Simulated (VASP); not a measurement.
A run of VASP 6.6.1:

File INCAR:

```
SYSTEM = Si2W
ALGO = Normal ; EDIFF = 1E-6
ENCUT = 520 ; GGA = PE
ISIF = 2 ; ISMEAR = 0
LASPH = .True. ; LCHARG = .True.
LELF = .True. ; LREAL = .False.
LVHAR = .True. ; LWAVE = .False.
NBANDS = 43 ; NELM = 100
PREC = Accurate ; SIGMA = 0.03
```

KPOINTS

```
k-points
0
Gamma
  9 9 6
  0 0 0
```

The input POSCAR:

```
Si2W
1.0
    4.7444861815      0.0000000000      0.0000000000
   -2.3722430908      4.1088455611      0.0000000000
    0.0000000000      0.0000000000      6.2873930878
Si W
6 3
Direct
    0.8613670885      0.7227341769      0.5000000000
    0.1386329115      0.8613670885      0.8333333333
    0.7227341769      0.8613670885      0.1666666667
    0.1386329115      0.2772658231      0.5000000000
    0.8613670885      0.1386329115      0.8333333333
    0.2772658231      0.1386329115      0.1666666667
    0.0000000000      0.5000000000      0.1666666667
    0.5000000000      0.5000000000      0.8333333333
    0.5000000000      0.0000000000      0.5000000000
```

Potentials or basis: VASP PAW PBE potentials, release 64 (Si, W_sv).

Command:

```console
$ cat potpaw_PBE.64/Si/POTCAR potpaw_PBE.64/W_sv/POTCAR > POTCAR
$ mpirun -np 1 vasp_std > vasp.out
```

Hardware: 1 thread of Intel(R) Xeon(R) 6975P-C (Granite Rapids) (shared host).

Task: How long does it take, and how much memory?

Result: Wall time 110 s on 1 thread of Intel(R) Xeon(R) 6975P-C (Granite Rapids), with other jobs on the host, peak memory 0.35 GiB. Counts: scf iterations 13, k points 48.
